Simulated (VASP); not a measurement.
Wanted: the native input for a VASP 6.6.1 run.

| Property | Result |
| --- | --- |
| Task | single point |
| Functional | SVWN5 |
| Potentials or basis | VASP PAW PBE potentials, release 64 (Pd) |
| Cutoff | 520 eV |
| k mesh | 12 × 12 × 12 |
| Occupations | fermi-dirac, width 0.05 eV |
| Spin | no spin polarisation |
| Dipole correction | no |
| Further INCAR settings | ALGO = Fast; EDIFF = 1e-06; NBANDS = 11 |

The structure of Pd lies in POSCAR:

```
Pd
1.0
    0.0000000000      1.9593911042      1.9593911042
    1.9593911042      0.0000000000      1.9593911042
    1.9593911042      1.9593911042      0.0000000000
Pd
1
Direct
    0.0000000000      0.0000000000      0.0000000000
```

These files were run (other wordings do the same):

INCAR

```
SYSTEM = Pd
PREC = Accurate ; ENCUT = 520
EDIFF = 1E-6 ; ISMEAR = -1
SIGMA = 0.05 ; LREAL = .False.
LASPH = .True. ; NELM = 60
ALGO = Fast ; ISIF = 2
LWAVE = .False. ; LCHARG = .True.
GGA = VW ; LELF = .True.
LVHAR = .True. ; NBANDS = 11
```

KPOINTS

```
Automatic mesh
0
Gamma
  12 12 12
  0 0 0
```

Potentials or basis: VASP PAW PBE potentials, release 64 (Pd).

Command:

```console
$ cat potpaw_PBE.64/Pd/POTCAR > POTCAR
$ mpirun -np 1 vasp_std > vasp.out
```

It gave:

- Pressure: -12.5 GPa
- Band gap on the k mesh: zero (band 5 reaches 9.36 eV, above the bottom of band 6 at 7.83 eV)

Caveat: the PAW data sets were made with another functional, which shifts forces and pressure a little.

Wall time 7.6 s on 1 thread of Intel(R) Xeon(R) Platinum 8488C (Sapphire Rapids), with other jobs on the host, peak memory 0.13 GiB.
